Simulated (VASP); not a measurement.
A run of VASP 6.6.1 is set up as follows.

File INCAR:

```
SYSTEM = Cu
PREC = Accurate ; ENCUT = 520
EDIFF = 1E-7 ; ISMEAR = 0
SIGMA = 0.15 ; LREAL = .FALSE.
LASPH = .TRUE. ; NELM = 100
ALGO = Fast ; ISIF = 2
LWAVE = .FALSE. ; LCHARG = .TRUE.
GGA = PE ; LELF = .TRUE.
LVHAR = .TRUE. ; NBANDS = 12
```

Contents of KPOINTS:

```
regular mesh
0
G
  24 24 24
  0 0 0
```

File POSCAR:

```
Cu
1.0
    0.0000000000      1.7824675489      2.0801396295
    1.7824675489      0.0000000000      2.0801396295
    1.7824675489      1.7824675489      0.0000000000
Cu
1
Direct
    0.0000000000      0.0000000000      0.0000000000
```

Potentials or basis: VASP PAW PBE potentials, release 64 (Cu).

Run with:

```console
$ cat potpaw_PBE.64/Cu/POTCAR > POTCAR
$ mpirun -np 1 vasp_std > vasp.out
```

Problem. Estimate the band gap on the k mesh.

Solution. Zero (an odd number of electrons rules out a gap without spin polarisation).

Problem. Estimate the pressure.

Solution. -9.5 GPa.

Stress tensor (GPa, compression positive):
```
 -6.32   0.00   0.00
  0.00  -6.32   0.00
  0.00   0.00 -15.90
```

Caveat: the stress differs along the axes, from -16 to -6 GPa.
